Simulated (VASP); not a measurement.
# Mg (I4/mmm) in VASP: relaxation of cell and atoms with PBEsol

Aim: the relaxation of cell and atoms of Mg with PBEsol.

Program: VASP 6.6.1. These are calculated values, not measurements. Logs are shortened: lines on timing, memory, paths and dates and some standing lists are left out, and cuts for length are marked.

## (1) The cell of the first run

Symmetry: I4/mmm, No. 139, tetragonal system. The conventional cell has a = 3.606 Å, b = 3.606 Å, c = 3.431 Å, α = 90.00°, β = 90.00°, γ = 90.00°. Within 4.0 Å of Mg (site symmetry 4/mmm) lie 14 Mg at 3.07 to 3.61 Å.

## (2) Relaxation of cell and atoms, PBEsol

File INCAR:

```
PREC     = Accurate       # precision mode
ENCUT    = 600            # plane-wave cutoff, eV
EDIFF    = 1E-6           # SCF threshold, eV
ISMEAR   = 0              # smearing method
SIGMA    = 0.1            # smearing width, eV
LREAL    = False          # projectors in reciprocal space
LASPH    = True           # aspherical terms in the spheres
NELM     = 80             # most SCF steps
ALGO     = Normal         # electronic algorithm
ISIF     = 3              # what is computed and relaxed
LWAVE    = False          # write WAVECAR
LCHARG   = False          # write CHGCAR
GGA      = PS             # functional
IBRION   = 2              # ionic algorithm
NSW      = 80             # ionic steps
EDIFFG   = -0.01          # ionic threshold
```

File KPOINTS:

```
Automatic mesh
0
Gamma
  16 16 16
```

File POSCAR:

```
Mg
1.0
   -1.8028153796      1.8028153796      1.7157075649
    1.8028153796     -1.8028153796      1.7157075649
    1.8028153796      1.8028153796     -1.7157075649
Mg
1
Direct
    0.0000000000      0.0000000000      0.0000000000
```

Potentials or basis: VASP PAW PBE potentials, release 64 (Mg).

Started as:

```console
$ cat potpaw_PBE.64/Mg/POTCAR > POTCAR
$ mpirun -np 1 vasp_std > vasp.out
```

OUTCAR:

```text
PREC = Accurate
   ENCUT = 600
   EDIFF = 1E-6
   ISMEAR = 0
   LREAL = False
   LASPH = True
   NELM = 80
   ISIF = 3
   GGA = PS
   IBRION = 2
   NSW = 80
   EDIFFG = -0.01

 ion  position               nearest neighbor table
   1  0.000  0.000  0.000-

  LATTYP: Found a body centered tetragonal cell.
 ALAT       =     3.6056307592
 C/A-ratio  =     0.9516823432

  Lattice vectors:

 A1 = (  -1.8028153796,   1.8028153796,   1.7157075649)
 A2 = (   1.8028153796,  -1.8028153796,   1.7157075649)
 A3 = (   1.8028153796,   1.8028153796,  -1.7157075649)

Analysis of symmetry for initial positions (statically):
=====================================================================
 Subroutine PRICEL returns:
 Original cell was already a primitive cell.

 Routine SETGRP: Setting up the symmetry group for a
 body centered tetragonal supercell.

 Subroutine GETGRP returns: Found 16 space group operations
 (whereof 16 operations were pure point group operations)
 out of a pool of 16 trial point group operations.

The static configuration has the point symmetry D_4h.

Analysis of symmetry for dynamics (positions and initial velocities):
=====================================================================
 Subroutine PRICEL returns:
 Original cell was already a primitive cell.

 Routine SETGRP: Setting up the symmetry group for a
 body centered tetragonal supercell.

 Subroutine GETGRP returns: Found 16 space group operations
 (whereof 16 operations were pure point group operations)
 out of a pool of 16 trial point group operations.

The dynamic configuration has the point symmetry D_4h.

 Subroutine INISYM returns: Found 16 space group operations
 (whereof 16 operations are pure point group operations),
 and found     1 'primitive' translations

----------------------------------------------------------------------------------------

                                     Primitive cell

  volume of cell :      22.3052

  direct lattice vectors                    reciprocal lattice vectors
    -1.802815380  1.802815380  1.715707565     0.000000000  0.277343984  0.291424955
     1.802815380 -1.802815380  1.715707565     0.277343984  0.000000000  0.291424955
     1.802815380  1.802815380 -1.715707565     0.277343984  0.277343984  0.000000000

  length of vectors
     3.073099255  3.073099255  3.073099255     0.402303604  0.402303604  0.392223624

  position of ions in fractional coordinates (direct lattice)
     0.000000000  0.000000000  0.000000000

  ion indices of the primitive-cell ions
   primitive index   ion index
[... 81 lines left out ...]
   POTIM  = 0.5000    time-step for ionic-motion
   TEBEG  =    0.0;   TEEND  =   0.0 temperature during run
   PSTRESS=    0.0 pullay stress
   NELECT =       2.0000    total number of electrons
   NUPDOWN=      -1.0000    fix difference up-down
   EMIN   =  10.00;   EMAX   =-10.00  energy-range for DOS
   EFERMI =   0.00;   METHOD = LEGACY
   ISMEAR =     0;   SIGMA  =   0.10  broadening in eV -4-tet -1-fermi 0-gaus
   EFERMI_NEDOS =   21; number of points for ismear=-14 and -15
   IALGO  =     38    algorithm
   IMIX   =      4    mixing-type and parameters
     AMIX     =   0.40;   BMIX     =  1.00
     AMIX_MAG =   1.60;   BMIX_MAG =  1.00
  volume/ion in A,a.u.               =      22.31       150.52
  Fermi-wavevector in a.u.,A,eV,Ry     =   0.732739  1.384677  7.305065  0.536907
  Thomas-Fermi vector in A             =   1.825277
   LORBIT       =      0    0 simple, 1 ext, 2 COOP (PROOUT), +10 PAW based schemes
   GGA     = PS    functional components
   LHFCALC =     F    Hartree Fock is set to
   AEXX    =    0.0000 exact exchange contribution
   IVDW    =     0    specifies the selected vdW correction
   LEPSILON=     F    determine dielectric tensor
   LRPA    =     F    only Hartree local field effects (RPA)
 conjugate gradient relaxation of ions
 non-spin polarized calculation
 Gauss-broadening in eV      SIGMA  =   0.10
  energy-cutoff  :      600.00
  volume of cell :       22.31
 maximum number of plane-waves:       758
 NGX is ok and might be reduce to    28
   NGX = 13   NGY = 13   NGZ = 13

--------------------------------------- Ionic step        1  -------------------------------------------

 number of electron       2.0000000 magnetization

 Free energy of the ion-electron system (eV)
  ---------------------------------------------------
  ext. energy  EPLUGINS =         0.00000000
  ---------------------------------------------------
  free energy    TOTEN  =        -1.69609829 eV

  energy without entropy =       -1.69376235  energy(sigma->0) =       -1.69493032

------------------------ aborting loop because EDIFF is reached ----------------------------------------

  FORCE on cell =-STRESS in cart. coord.  units (eV):
  Direction    XX          YY          ZZ          XY          YZ          ZX
  --------------------------------------------------------------------------------------
  -------------------------------------------------------------------------------------
  Total        0.0547228      0.0547228      0.0181133      0.0000000      0.0000000      0.0000000
  in kB        3.9307308      3.9307308      1.3010733      0.0000000      0.0000000      0.0000000
  external PRESSURE =       3.0541783 kB  Pullay stress =       0.0000000 kB
[... 162 lines left out ...]
--------------------------------------- Ionic step        6  -------------------------------------------

 number of electron       2.0000000 magnetization

 Free energy of the ion-electron system (eV)
  ---------------------------------------------------
  ext. energy  EPLUGINS =         0.00000000
  ---------------------------------------------------
  free energy    TOTEN  =        -1.69659796 eV

  energy without entropy =       -1.69480672  energy(sigma->0) =       -1.69570234

 E-fermi :   2.7651     XC(G=0):  -8.5981

 val. band max:        2.7641682660   @ k =   0.3750   0.1875   0.0625
 cond. band min:       2.7665730779   @ k =   0.3125   0.1875   0.1875
 fundamental gap:      0.0024048119
 Fermi energy:         2.7651487660

 k-point     1 :       0.0000    0.0000    0.0000
  band No.  band energies     occupation
      1      -4.3165      2.00000
      2      14.8734      0.00000
      3      16.4192      0.00000
      4      16.4192      0.00000
      5      17.0510      0.00000
[... 177 lines left out ...]
 k-point    24 :      -0.0625    0.0625    0.0000
  band No.  band energies     occupation
      1      -4.2279      2.00000
      2      13.8261      0.00000
      3      16.0113      0.00000
      4      16.0365      0.00000
      5      16.3474      0.00000

 [... further k-points ...]
[... 5 lines left out ...]
  --------------------------------------------------------------------------------------
  -------------------------------------------------------------------------------------
  Total       -0.0064650     -0.0064650      0.0080705      0.0000000     -0.0000000      0.0000000
  in kB       -0.4601597     -0.4601597      0.5744407      0.0000000     -0.0000000      0.0000000
  external PRESSURE =      -0.1152929 kB  Pullay stress =       0.0000000 kB
[... 16 lines left out ...]
  FREE ENERGIE OF THE ION-ELECTRON SYSTEM (eV)
  ---------------------------------------------------
  free  energy   TOTEN  =        -1.6965979644 eV

  energy  without entropy=       -1.6948067186  energy(sigma->0) =       -1.69570234

 reached required accuracy - stopping structural energy minimisation
```

OSZICAR:

```text
N       E                     dE             d eps       ncg     rms          rms(c)
DAV:   1    -0.654530933829E+00   -0.65453E+00   -0.83369E+02  3695   0.306E+02
DAV:   2    -0.170215611963E+01   -0.10476E+01   -0.99947E+00  4320   0.172E+01
DAV:   3    -0.170758373511E+01   -0.54276E-02   -0.54240E-02  4890   0.155E+00
[... 24 lines left out ...]
   5 F= -.16965225E+01 E0= -.16955053E+01  d E =-.189638E-03
       N       E                     dE             d eps       ncg     rms          rms(c)
DAV:   1    -0.169660359119E+01   -0.80667E-04   -0.45051E-03  4740   0.324E-01    0.209E-02
DAV:   2    -0.169660106013E+01    0.25311E-05   -0.25776E-05  4185   0.338E-02    0.131E-02
DAV:   3    -0.169659796413E+01    0.30960E-05   -0.39256E-06  4485   0.796E-03    0.197E-04
DAV:   4    -0.169659796444E+01   -0.31485E-09   -0.46280E-08  2475   0.162E-03
   6 F= -.16965980E+01 E0= -.16957023E+01  d E =-.265103E-03
```

CONTCAR:

```text
Mg
   1.00000000000000
    -1.8234890308853402    1.8234890308853402    1.6923918792101655
     1.8234890308853402   -1.8234890308853402    1.6923918792101655
     1.8234890308853402    1.8234890308853402   -1.6923918792101655
  Mg
     1
Direct
     0.0000000000000000    0.0000000000000000    0.0000000000000000

  0.00000000E+00  0.00000000E+00  0.00000000E+00
```

Wall time 48 s (1 thread of Intel Xeon 6975P-C (Granite Rapids), shared host); peak memory 0.21 GiB.

Results:

```yaml
Free_energy: -1.6966 eV
Relaxed_volume: 22.51 Å³/atom
Relaxed_cell: a = 3.085 Å, b = 3.085 Å, c = 3.085 Å, α = 107.52°, β = 107.52°, γ = 113.45°
Space_group_after_relaxing_to_0.05_Å: I4/mmm (No. 139)
Energy_gained_by_relaxing: 0.5 meV/atom
Ionic_steps: 6
Pressure_after_relaxing: 0.0 GPa
Band_gap_on_the_k_mesh: zero (band 1 reaches 6.05 eV, above the bottom of band 2 at 1.46 eV)
```

The path:
```
step  energy change (eV)  largest force (eV/Å)  pressure (GPa)  volume (Å³)
   1              0.0000                0.0000            0.31        22.31
   2             -0.0002                0.0000            0.08        22.44
   3             -0.0002                0.0000           -0.05        22.52
   4             -0.0003                0.0000           -0.05        22.52
   5             -0.0004                0.0000           -0.04        22.52
   6             -0.0005                0.0000           -0.01        22.51
```

Final structure:
```cif
data_structure
_symmetry_space_group_name_H-M 'P 1'
_symmetry_Int_Tables_number 1
_cell_length_a 3.0845
_cell_length_b 3.0845
_cell_length_c 3.0845
_cell_angle_alpha 107.520
_cell_angle_beta 107.520
_cell_angle_gamma 113.449
_cell_volume 22.51
loop_
_atom_site_label
_atom_site_type_symbol
_atom_site_fract_x
_atom_site_fract_y
_atom_site_fract_z
_atom_site_occupancy
Mg1 Mg 0.00000 0.00000 0.00000 1
```

Caveat: the PAW data sets were made with another functional, which shifts forces and pressure a little.
